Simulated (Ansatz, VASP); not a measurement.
# ScAl3: VASP beside Ansatz

```
Sc Al
1.0
     4.10533    0.00000    0.00000
     0.00000    4.10533    0.05132
     0.00000    0.05132    4.10533
Sc Al
1 3
Direct
  0.00000 0.00000 0.00000
  0.50000 0.00000 0.50000
  0.00000 0.50000 0.50000
  0.50000 0.50000 0.00000
```

Change from the starting cell: strain +0.0250 x Voigt [0, 0, 0, 1, 0, 0], atoms carried along.

Alike in both runs: task single point; functional PBE; k mesh 12 × 12 × 12; occupations gaussian, width 0.15 eV; no spin polarisation.

|  | VASP | Ansatz |
| --- | --- | --- |
| version | VASP 6.6.1 | Ansatz 0.2.0 |
| potentials or method | VASP PAW PBE potentials, release 64 (Sc_sv, Al), cutoff 520 eV | scalar-relativistic, plane waves, PAW |
| valence electrons in the cell | 20 | 20 |

```tsv
	VASP	Ansatz	Ansatz less VASP
gap on the k mesh at the Fermi level (eV)	none	none	-
pressure (GPa)	0.1	0.1	-0.02
traceless stress, the component that is largest in VASP (GPa)	-1.77	-1.77	+0.002
```

A gap of «none» marks a metal or a gap that the smearing closes. With one functional, cell and mesh, what is left measures potentials, basis and numerics.
